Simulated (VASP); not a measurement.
A run of VASP 6.6.1 is set up as follows.

File INCAR:

```
  PREC = Accurate
  ENCUT = 600
  EDIFF = 1E-6
  ISMEAR = 0
  SIGMA = 0.1
  LREAL = False
  LASPH = True
  NELM = 100
  ALGO = Normal
  ISIF = 3
  LWAVE = False
  LCHARG = False
  GGA = PS
  IBRION = 2
  NSW = 90
  EDIFFG = -0.04
```

File KPOINTS:

```
Automatic mesh
0
Gamma
  6 6 6
```

POSCAR

```
Ag
1.0
    4.8488709451      0.0000000000      0.0000000000
   -2.4244354725      4.1992454181      0.0000000000
    0.0000000000      0.0000000000      2.9725687098
Ag
3
Direct
    0.0000000000      0.0000000000      0.0000000000
    0.3333333333      0.6666666667      0.5000000000
    0.6666666667      0.3333333333      0.5000000000
```

Potentials or basis: VASP PAW PBE potentials, release 64 (Ag).

Command:

```sh
$ cat potpaw_PBE.64/Ag/POTCAR > POTCAR
$ mpirun -np 1 vasp_std > vasp.out
```

(1) What does it give for the relaxed cell?

(2) Estimate the relaxed volume.

(3) What does it give for the space group after relaxing (to 0.05 Å)?

Answers

(1) a = 4.654 Å, b = 4.654 Å, c = 2.721 Å, α = 90.00°, β = 90.00°, γ = 120.00°.

(2) 17.02 Å³/atom.

(3) P6/mmm (No. 191).

Caveat: the volume moved by over 15 % at a fixed basis, so the end points are rough; the PAW data sets were made with another functional, which shifts forces and pressure a little.
